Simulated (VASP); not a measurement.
# B (Fd-3m) in VASP: a series of runs, part 2 of 2

VASP 6.6.1. Earlier steps stand in the parts before.

## (5) Single point, RPBE (volume scaled by 0.96)

INCAR reads:

```
  ALGO = Normal
  EDIFF = 1E-6
  ENCUT = 520
  GGA = RP
  ISIF = 2
  ISMEAR = -1
  LASPH = T
  LCHARG = F
  LREAL = F
  LWAVE = F
  NBANDS = 10
  NELM = 100
  PREC = Accurate
  SIGMA = 0.1
```

KPOINTS reads:

```
k-points
0
Gamma
  15 15 15
```

POSCAR reads:

```
B
1.0
    0.0000000000      2.0110454895      2.0110454895
    2.0110454895      0.0000000000      2.0110454895
    2.0110454895      2.0110454895      0.0000000000
B
2
Direct
    0.1250000000      0.1250000000      0.1250000000
    0.8750000000      0.8750000000      0.8750000000
```

Potentials or basis: VASP PAW PBE potentials, release 64 (B).

Launch:

```
cat potpaw_PBE.64/B/POTCAR > POTCAR
mpirun -np 1 vasp_std > vasp.out
```

OUTCAR:

```text
EDIFF = 1E-6
   ENCUT = 520
   GGA = RP
   ISIF = 2
   ISMEAR = -1
   LASPH = T
   LREAL = F
   NELM = 100
   PREC = Accurate

 ion  position               nearest neighbor table
   1  0.125  0.125  0.125-   2 1.74   2 1.74   2 1.74   2 1.74
   2  0.875  0.875  0.875-   1 1.74   1 1.74   1 1.74   1 1.74

  LATTYP: Found a face centered cubic cell.
 ALAT       =     4.0220909790

  Lattice vectors:

 A1 = (   0.0000000000,   2.0110454895,   2.0110454895)
 A2 = (   2.0110454895,   0.0000000000,   2.0110454895)
 A3 = (   2.0110454895,   2.0110454895,   0.0000000000)

Analysis of symmetry for initial positions (statically):
=====================================================================
 Subroutine PRICEL returns:
 Original cell was already a primitive cell.

 Routine SETGRP: Setting up the symmetry group for a
 face centered cubic supercell.

 Subroutine GETGRP returns: Found 48 space group operations
 (whereof 12 operations were pure point group operations)
 out of a pool of 48 trial point group operations.

The static configuration has the point symmetry D_3d.
 The point group associated with its full space group is O_h .
[... 163 lines left out ...]

 val. band max:        4.0204833500   @ k =  -0.4000   0.2667   0.0667
 cond. band min:       4.0584680303   @ k =   0.2000   0.0000   0.0000
 fundamental gap:      0.0379846803
 Fermi energy:         4.0293991518

 k-point     1 :       0.0000    0.0000    0.0000
  band No.  band energies     occupation
      1      -9.0754      2.00000
      2       8.1594      0.00000
      3       8.1594      0.00000
      4       8.1594      0.00000
      5      12.3315      0.00000
      6      12.3315      0.00000
      7      12.3315      0.00000
      8      20.9924      0.00000
      9      23.1411      0.00000
     10      27.1531      0.00000
[... 287 lines left out ...]
 k-point    24 :       0.2000    0.1333    0.0000
  band No.  band energies     occupation
      1      -8.1966      2.00000
      2       5.2225      0.00001
      3       5.8814      0.00000
      4       6.7588      0.00000
      5      12.0715      0.00000
      6      15.3864      0.00000
      7      15.4162      0.00000
      8      18.4504      0.00000
      9      24.1539      0.00000
     10      24.5189      0.00000

 [... further k-points ...]
[... 5 lines left out ...]
  --------------------------------------------------------------------------------------
  -------------------------------------------------------------------------------------
  Total        0.7418266      0.7418266      0.7418266     -0.0000000     -0.0000000     -0.0000000
  in kB       73.0663283     73.0663283     73.0663283     -0.0000000     -0.0000000     -0.0000000
  external PRESSURE =      73.0663283 kB  Pullay stress =       0.0000000 kB

 VOLUME and BASIS-vectors are now :
 -----------------------------------------------------------------------------
  energy-cutoff  :      520.00
  volume of cell :       16.27
      direct lattice vectors                 reciprocal lattice vectors
     0.000000000  2.011045489  2.011045489    -0.248626897  0.248626897  0.248626897
     2.011045489  0.000000000  2.011045489     0.248626897 -0.248626897  0.248626897
     2.011045489  2.011045489  0.000000000     0.248626897  0.248626897 -0.248626897

 POSITION                                       TOTAL-FORCE (eV/Angst)
 -----------------------------------------------------------------------------------
      0.50276      0.50276      0.50276        -0.000000     -0.000000     -0.000000
      3.51933      3.51933      3.51933         0.000000      0.000000      0.000000
 -----------------------------------------------------------------------------------
    total drift:                                0.000000      0.000000      0.000000

  FREE ENERGIE OF THE ION-ELECTRON SYSTEM (eV)
  ---------------------------------------------------
  free  energy   TOTEN  =       -10.9456235549 eV

  energy  without entropy=      -10.9164903014  energy(sigma->0) =      -10.93105693
```

OSZICAR:

```text
N       E                     dE             d eps       ncg     rms          rms(c)
DAV:   1    -0.713296566050E+00   -0.71330E+00   -0.28892E+03  2416   0.523E+02
DAV:   2    -0.109550295176E+02   -0.10242E+02   -0.95609E+01  3450   0.809E+01
DAV:   3    -0.111185525790E+02   -0.16352E+00   -0.16181E+00  2874   0.790E+00
DAV:   4    -0.111187238990E+02   -0.17132E-03   -0.17131E-03  2724   0.263E-01
DAV:   5    -0.111187239748E+02   -0.75737E-07   -0.75196E-07  2730   0.608E-03    0.310E+00
DAV:   6    -0.109932993168E+02    0.12542E+00   -0.54324E-02  2618   0.141E+00    0.187E+00
DAV:   7    -0.109448878731E+02    0.48411E-01   -0.79381E-02  2876   0.172E+00    0.227E-01
DAV:   8    -0.109455946276E+02   -0.70675E-03   -0.19999E-03  2552   0.344E-01    0.345E-02
DAV:   9    -0.109456179881E+02   -0.23360E-04   -0.65672E-05  2900   0.554E-02    0.131E-02
DAV:  10    -0.109456232198E+02   -0.52317E-05   -0.48638E-06  2660   0.173E-02    0.167E-03
DAV:  11    -0.109456235549E+02   -0.33504E-06   -0.33437E-07  1798   0.430E-03
   1 F= -.10945624E+02 E0= -.10931057E+02  d E =-.291333E-01
```

Wall time 13 s (1 thread of AMD EPYC 7R13 (Zen 3), shared host); peak memory 0.11 GiB.

What came out:

| Property | Result |
| --- | --- |
| Free energy | -10.9456 eV |
| Pressure | 7.3 GPa |
| Band gap on the k mesh | zero (band 3 reaches 8.16 eV, above the bottom of band 4 at 1.32 eV) |

Caveat: the PAW data sets were made with another functional, which shifts forces and pressure a little.

## (6) Overview

| cell | k mesh | gap on the mesh (eV) | pressure (GPa) |
| --- | --- | --- | --- |
| a = 2.883 Å, angles 60.0°, 2 atoms | 13 × 13 × 13 | none | -0.1 |
| a = 2.763 Å, angles 60.0°, 2 atoms | 15 × 15 × 15 | none | 27.1 |
| a = 2.804 Å, angles 60.0°, 2 atoms | 15 × 15 × 15 | none | 16.3 |
| a = 2.844 Å, angles 60.0°, 2 atoms | 15 × 15 × 15 | none | 7.3 |

Alike in all rows: task single point; level RPBE; potentials or basis VASP PAW PBE potentials, release 64 (B); no spin polarisation; cutoff (eV) 520; smearing fermi-dirac 0.1 eV.

Caveats: the PAW data sets were made with another functional, which shifts forces and pressure a little.

Absolute energies hang on the potentials; compare differences alone.
